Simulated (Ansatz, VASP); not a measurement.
MgC: VASP beside Ansatz

```
CELL_PARAMETERS angstrom
1.83195 -4.15950 0.00000
1.83195 4.15950 0.00000
0.00000 0.00000 2.72512
ATOMIC_POSITIONS crystal
Mg 0.85458 0.14542 0.75000
Mg 0.14542 0.85458 0.25000
C 0.55424 0.44576 0.75000
C 0.44576 0.55424 0.25000
```

Alike in both runs: functional PBE; k mesh 6 × 6 × 6; occupations gaussian, width 0.1 eV; no spin polarisation.

Ansatz relaxed the structure, and its values are those at the end. VASP's run is a single point on that final structure, the one shown.

```csv
,VASP,Ansatz
version,VASP 6.6.1,Ansatz 0.2.0
potentials or method,"VASP PAW PBE potentials, release 64 (Mg, C), cutoff 520 eV","scalar-relativistic, plane waves, PAW"
valence electrons in the cell,12,28
```

|  | VASP | Ansatz | Ansatz less VASP |
| --- | --- | --- | --- |
| gap on the k mesh at the Fermi level (eV) | none | none | - |
| pressure (GPa) | -0.2 | 0.0 | +0.20 |
| rms of the force components (eV/Å) | 0.019 | 0.012 | -0.0071 |

A gap of «none» marks a metal or a gap that the smearing closes. VASP's potentials hold 12 valence electrons a cell and Ansatz's 28, so a difference there can come from the potentials and not from the codes.

The k mesh is coarse, so the values compare programs but aren't converged.
